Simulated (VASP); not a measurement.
# Sr (P6_3/mmc) in VASP: notebook

Runs on Sr. Level: PBE. Tasks: single point.

Everything below comes from runs of VASP 6.6.1. Logs are shortened: lines on timing, memory, paths and dates and some standing lists are left out, and cuts for length are marked.

### Step 1. The cell of the first run

It takes space group P6_3/mmc (No. 194, hexagonal). The conventional cell has a = 4.348 Å, b = 4.348 Å, c = 13.867 Å, α = 90.00°, β = 90.00°, γ = 120.00°. Sr (site symmetry -3m) has 12 Sr at 4.28 to 4.35 Å within 5.6 Å. Sr (site symmetry -6m2) has 12 Sr at 4.28 to 4.35 Å within 5.6 Å.

This isn't the form of Sr at room conditions, which is fcc.

### Step 2. Single point, PBE (biaxial strain in the a-b plane: +2.0 %, then relaxed in part)

Contents of INCAR:

```
SYSTEM = Sr
ALGO = Fast
EDIFF = 1E-6
ENCUT = 520
GGA = PE
ISIF = 2
ISMEAR = 0
LASPH = .True.
LCHARG = .False.
LREAL = .False.
LWAVE = .False.
NBANDS = 28
NELM = 80
PREC = Accurate
SIGMA = 0.1
```

Contents of KPOINTS:

```
k-points
0
Gamma
  12 12 4
  0 0 0
```

Contents of POSCAR:

```
Sr
1.0
    4.3479755738      0.0000000000      0.0000000000
   -2.1739877869      3.7654573019      0.0000000000
    0.0000000000      0.0000000000     13.8669785251
Sr
4
Direct
    0.0000000000      0.0000000000      0.0000000000
    0.3333333333      0.6666666667      0.2500000000
    0.0000000000      0.0000000000      0.5000000000
    0.6666666667      0.3333333333      0.7500000000
```

Potentials or basis: VASP PAW PBE potentials, release 64 (Sr_sv).

Launch:

```bash
$ cat potpaw_PBE.64/Sr_sv/POTCAR > POTCAR
$ mpirun -np 1 vasp_std > vasp.out
```

OUTCAR:

```text
SYSTEM = Sr
   EDIFF = 1E-6
   ENCUT = 520
   GGA = PE
   ISIF = 2
   ISMEAR = 0
   LASPH = .True.
   LREAL = .False.
   NELM = 80
   PREC = Accurate

 ion  position               nearest neighbor table
   1  0.000  0.000  0.000-   2 4.28   4 4.28   2 4.28   4 4.28   4 4.28   2 4.28
   2  0.333  0.667  0.250-   1 4.28   3 4.28   1 4.28   3 4.28   1 4.28   3 4.28
   3  0.000  0.000  0.500-   2 4.28   4 4.28   2 4.28   4 4.28   4 4.28   2 4.28
   4  0.667  0.333  0.750-   1 4.28   3 4.28   1 4.28   3 4.28   1 4.28   3 4.28

  LATTYP: Found a hexagonal cell.
 ALAT       =     4.3479755738
 C/A-ratio  =     3.1892954065

  Lattice vectors:

 A1 = (   4.3479755738,   0.0000000000,   0.0000000000)
 A2 = (  -2.1739877869,   3.7654573019,   0.0000000000)
 A3 = (   0.0000000000,   0.0000000000,  13.8669785251)

Analysis of symmetry for initial positions (statically):
=====================================================================
 Subroutine PRICEL returns:
 Original cell was already a primitive cell.

 Routine SETGRP: Setting up the symmetry group for a
 hexagonal supercell.

 Subroutine GETGRP returns: Found 24 space group operations
 (whereof 12 operations were pure point group operations)
 out of a pool of 24 trial point group operations.

The static configuration has the point symmetry D_3d.
 The point group associated with its full space group is D_6h.

Analysis of symmetry for dynamics (positions and initial velocities):
=====================================================================
 Subroutine PRICEL returns:
 Original cell was already a primitive cell.

 Routine SETGRP: Setting up the symmetry group for a
 hexagonal supercell.

 Subroutine GETGRP returns: Found 24 space group operations
 (whereof 12 operations were pure point group operations)
 out of a pool of 24 trial point group operations.

The dynamic configuration has the point symmetry D_3d.
 The point group associated with its full space group is D_6h.

 Subroutine INISYM returns: Found 24 space group operations
 (whereof 12 operations are pure point group operations),
 and found     1 'primitive' translations

----------------------------------------------------------------------------------------

                                     Primitive cell

  volume of cell :     227.0318

  direct lattice vectors                    reciprocal lattice vectors
     4.347975574  0.000000000  0.000000000     0.229992092  0.132785996  0.000000000
    -2.173987787  3.765457302  0.000000000     0.000000000  0.265571993  0.000000000
     0.000000000  0.000000000 13.866978525     0.000000000  0.000000000  0.072113763

  length of vectors
     4.347975574  4.347975574 13.866978525     0.265571993  0.265571993  0.072113763

  position of ions in fractional coordinates (direct lattice)
     0.000000000  0.000000000  0.000000000
     0.333333333  0.666666667  0.250000000
     0.000000000  0.000000000  0.500000000
     0.666666667  0.333333333  0.750000000

  ion indices of the primitive-cell ions
   primitive index   ion index
                 1           1
                 2           2
                 3           3
                 4           4

----------------------------------------------------------------------------------------

 KPOINTS: k-points

Automatic generation of k-mesh.
 Grid dimensions read from file:
 generate k-points for:   12   12    4

 Generating k-lattice:

  Cartesian coordinates                     Fractional coordinates (reciprocal lattice)
     0.019166008  0.011065500  0.000000000     0.083333333  0.000000000  0.000000000
     0.000000000  0.022130999  0.000000000     0.000000000  0.083333333  0.000000000
     0.000000000  0.000000000  0.018028441     0.000000000  0.000000000  0.250000000

  Length of vectors
     0.022130999  0.022130999  0.018028441

  Shift w.r.t. Gamma in fractional coordinates (k-lattice)
     0.000000000  0.000000000  0.000000000

 Subroutine IBZKPT returns following result:
 ===========================================

 Found     57 irreducible k-points:

 Following reciprocal coordinates:
            Coordinates               Weight
  0.000000  0.000000  0.000000      1.000000
  0.083333  0.000000  0.000000      6.000000
  0.166667  0.000000  0.000000      6.000000
  0.250000  0.000000  0.000000      6.000000
  0.333333  0.000000  0.000000      6.000000
  0.416667  0.000000  0.000000      6.000000
[... 16 lines left out ...]
  0.250000  0.000000  0.250000     12.000000
  0.333333  0.000000  0.250000     12.000000
 [... further k-points ...]
   k-points           NKPTS =     57   k-points in BZ     NKDIM =     57   number of bands    NBANDS=     28
   number of dos      NEDOS =    301   number of ions     NIONS =      4
   total plane-waves  NPLWV = 110592
   dimension x,y,z NGX =    32 NGY =   32 NGZ =  108
   dimension x,y,z NGXF=    64 NGYF=   64 NGZF=  216
   ions per type =               4
   NGX,Y,Z   is equivalent  to a cutoff of  12.24, 12.24, 12.95 a.u.
   NGXF,Y,Z  is equivalent  to a cutoff of  24.47, 24.47, 25.90 a.u.
 SYSTEM =  Sr
   PREC   = accura    normal or accurate (medium, high low for compatibility)
   ISTART =      0    job   : 0-new  1-cont  2-samecut
   ICHARG =      2    charge: 1-file 2-atom 10-const
   ISPIN  =      1    spin polarized calculation?
   LNONCOLLINEAR =      F non collinear calculations
   LSORBIT =      F    spin-orbit coupling
   LASPH  =      T    aspherical Exc in radial PAW
   ENCUT  =  520.0 eV  38.22 Ry    6.18 a.u.   8.08  8.08 25.78*2*pi/ulx,y,z
   NELM   =     80;   NELMIN=  2; NELMDL= -5     # of ELM steps
   EDIFF  = 0.1E-05   stopping-criterion for ELM
   LREAL  =      F    real-space projection
   EDIFFG = 0.1E-04   stopping-criterion for IOM
   NSW    =      0    number of steps for IOM
   IBRION =     -1    ionic relax: 0-MD 1-quasi-New 2-CG
   NFREE  =      0    steps in history (QN), initial steepest desc. (CG)
   ISIF   =      2    stress and relaxation
   ISYM   =      2    0-nonsym 1-usesym 2-fastsym
   POTIM  = 0.5000    time-step for ionic-motion
   TEBEG  =    0.0;   TEEND  =   0.0 temperature during run
   PSTRESS=    0.0 pullay stress
   NELECT =      40.0000    total number of electrons
   NUPDOWN=      -1.0000    fix difference up-down
   EMIN   =  10.00;   EMAX   =-10.00  energy-range for DOS
   EFERMI =   0.00;   METHOD = LEGACY
   ISMEAR =     0;   SIGMA  =   0.10  broadening in eV -4-tet -1-fermi 0-gaus
   EFERMI_NEDOS =   21; number of points for ismear=-14 and -15
   IALGO  =     68    algorithm
   IMIX   =      4    mixing-type and parameters
     AMIX     =   0.40;   BMIX     =  1.00
     AMIX_MAG =   1.60;   BMIX_MAG =  1.00
  volume/ion in A,a.u.               =      56.76       383.02
  Fermi-wavevector in a.u.,A,eV,Ry     =   0.917767  1.734329 11.460145  0.842297
  Thomas-Fermi vector in A             =   2.042773
   LORBIT       =      0    0 simple, 1 ext, 2 COOP (PROOUT), +10 PAW based schemes
   GGA     = PE    functional components
   LHFCALC =     F    Hartree Fock is set to
   AEXX    =    0.0000 exact exchange contribution
   IVDW    =     0    specifies the selected vdW correction
   LEPSILON=     F    determine dielectric tensor
   LRPA    =     F    only Hartree local field effects (RPA)
 non-spin polarized calculation
 RMM-DIIS sequential band-by-band and
 Gauss-broadening in eV      SIGMA  =   0.10
  energy-cutoff  :      520.00
  volume of cell :      227.03
 maximum number of plane-waves:      6142
   NGX = 17   NGY = 17   NGZ = 51

 number of electron      40.0000000 magnetization

 Free energy of the ion-electron system (eV)
  ---------------------------------------------------
  ext. energy  EPLUGINS =         0.00000000
  ---------------------------------------------------
  free energy    TOTEN  =        -6.54169861 eV

  energy without entropy =       -6.51614522  energy(sigma->0) =       -6.52892192

 E-fermi :   1.5049     XC(G=0):  -7.2553

 val. band max:        1.5000726023   @ k =   0.3333   0.3333   0.2500
 cond. band min:       1.5177311279   @ k =   0.3333   0.3333   0.2500
 fundamental gap:      0.0176585255
 Fermi energy:         1.5049485747

 k-point     1 :       0.0000    0.0000    0.0000
  band No.  band energies     occupation
      1     -35.2014      2.00000
      2     -35.1963      2.00000
      3     -35.1926      2.00000
      4     -35.1875      2.00000
      5     -17.2766      2.00000
      6     -17.1882      2.00000
[... 20 lines left out ...]
     27       3.6803      0.00000
     28       3.9178      0.00000

 k-point     2 :       0.0833    0.0000    0.0000
  band No.  band energies     occupation
      1     -35.2007      2.00000
      2     -35.1959      2.00000
      3     -35.1921      2.00000
      4     -35.1872      2.00000
      5     -17.2727      2.00000
      6     -17.1896      2.00000
[... 20 lines left out ...]
     27       3.7027      0.00000
     28       3.8885      0.00000

 k-point     3 :       0.1667    0.0000    0.0000
  band No.  band energies     occupation
      1     -35.1988      2.00000
      2     -35.1946      2.00000
      3     -35.1908      2.00000
      4     -35.1865      2.00000
      5     -17.2617      2.00000
      6     -17.1958      2.00000
[... 20 lines left out ...]
     27       3.8682      0.00000
     28       3.8845      0.00000

 k-point     4 :       0.2500    0.0000    0.0000
  band No.  band energies     occupation
      1     -35.1962      2.00000
      2     -35.1928      2.00000
      3     -35.1890      2.00000
      4     -35.1856      2.00000
      5     -17.2459      2.00000
      6     -17.2111      2.00000
[... 20 lines left out ...]
     27       3.6977      0.00000
     28       3.7171      0.00000

 k-point     5 :       0.3333    0.0000    0.0000
  band No.  band energies     occupation
      1     -35.1934      2.00000
      2     -35.1910      2.00000
      3     -35.1872      2.00000
      4     -35.1849      2.00000
      5     -17.2407      2.00000
      6     -17.2363      2.00000
[... 20 lines left out ...]
     27       3.2898      0.00000
     28       3.6583      0.00000

 k-point     6 :       0.4167    0.0000    0.0000
  band No.  band energies     occupation
      1     -35.1912      2.00000
      2     -35.1897      2.00000
      3     -35.1859      2.00000
      4     -35.1845      2.00000
      5     -17.2567      2.00000
      6     -17.2552      2.00000
[... 463 lines left out ...]
      5     -17.2663      2.00000
      6     -17.2202      2.00000
[... 20 lines left out ...]
     27       3.7382      0.00000
     28       3.8136      0.00000

 k-point    22 :       0.1667    0.0000    0.2500
  band No.  band energies     occupation
      1     -35.1984      2.00000
      2     -35.1956      2.00000
      3     -35.1897      2.00000
      4     -35.1869      2.00000
      5     -17.2565      2.00000
      6     -17.2200      2.00000
[... 20 lines left out ...]
     27       3.8939      0.00000
     28       3.8987      0.00000

 k-point    23 :       0.2500    0.0000    0.2500
  band No.  band energies     occupation
      1     -35.1958      2.00000
      2     -35.1936      2.00000
      3     -35.1882      2.00000
      4     -35.1860      2.00000
      5     -17.2435      2.00000
      6     -17.2246      2.00000
[... 20 lines left out ...]
     27       3.6075      0.00000
     28       3.7252      0.00000

 k-point    24 :       0.3333    0.0000    0.2500
  band No.  band energies     occupation
      1     -35.1931      2.00000
      2     -35.1915      2.00000
      3     -35.1867      2.00000
      4     -35.1851      2.00000
      5     -17.2423      2.00000
      6     -17.2301      2.00000
[... 20 lines left out ...]
     27       3.2949      0.00000
     28       3.5751      0.00000

 [... further k-points ...]
[... 5 lines left out ...]
  --------------------------------------------------------------------------------------
  -------------------------------------------------------------------------------------
  Total       -0.7139685     -0.7139685      0.0099388      0.0000000      0.0000000      0.0000000
  in kB       -5.0385201     -5.0385201      0.0701389      0.0000000      0.0000000      0.0000000
  external PRESSURE =      -3.3356338 kB  Pullay stress =       0.0000000 kB

 VOLUME and BASIS-vectors are now :
 -----------------------------------------------------------------------------
  energy-cutoff  :      520.00
  volume of cell :      227.03
      direct lattice vectors                 reciprocal lattice vectors
     4.347975574  0.000000000  0.000000000     0.229992092  0.132785996  0.000000000
    -2.173987787  3.765457302  0.000000000     0.000000000  0.265571993  0.000000000
     0.000000000  0.000000000 13.866978525     0.000000000  0.000000000  0.072113763

 POSITION                                       TOTAL-FORCE (eV/Angst)
 -----------------------------------------------------------------------------------
      0.00000      0.00000      0.00000        -0.000000      0.000000     -0.000000
     -0.00000      2.51030      3.46674        -0.000000      0.000000     -0.000000
      0.00000      0.00000      6.93349        -0.000000      0.000000     -0.000000
      2.17399      1.25515     10.40023         0.000000     -0.000000      0.000000
 -----------------------------------------------------------------------------------
    total drift:                               -0.000000      0.000000      0.000000

  FREE ENERGIE OF THE ION-ELECTRON SYSTEM (eV)
  ---------------------------------------------------
  free  energy   TOTEN  =        -6.5416986107 eV

  energy  without entropy=       -6.5161452213  energy(sigma->0) =       -6.52892192
```

Wall time 7.3 min (1 thread of Intel Xeon 8259CL, shared host); peak memory 0.49 GiB.

What came out:

- Free energy: -6.5417 eV
- Pressure: -0.3 GPa
- Band gap on the k mesh: zero (bands 20 and 21 overlap by 0.23 eV)

Levels at points of the mesh, in eV from the Fermi level:
| k point | band 16 | band 17 | band 18 | band 19 | band 20 | band 21 | band 22 | band 23 | band 24 | band 25 |
| --- | --- | --- | --- | --- | --- | --- | --- | --- | --- | --- |
| (0.00, 0.00, 0.00) | -18.60 | -3.63 | -2.68 | -2.68 | -1.07 | 0.09 | 1.29 | 1.32 | 2.10 | 2.11 |
| (0.50, 0.00, 0.00) | -18.62 | -1.17 | -0.83 | -0.82 | -0.61 | 0.02 | 0.16 | 0.27 | 0.33 | 1.14 |
| (0.00, 0.00, 0.50) | -18.60 | -3.38 | -3.38 | -1.72 | -1.72 | 0.57 | 0.57 | 2.04 | 2.04 | 2.19 |
| (0.50, 0.00, 0.50) | -18.63 | -1.05 | -1.05 | -0.66 | -0.66 | 0.07 | 0.07 | 0.35 | 0.35 | 1.04 |

Caveat: the cell differs from its parent crystal (biaxial strain in the a-b plane: +2.0 %, then relaxed in part).

(Continued in part 2 of 2.)

The gap in the log of VASP goes by the Fermi energy; the results here count the filled bands.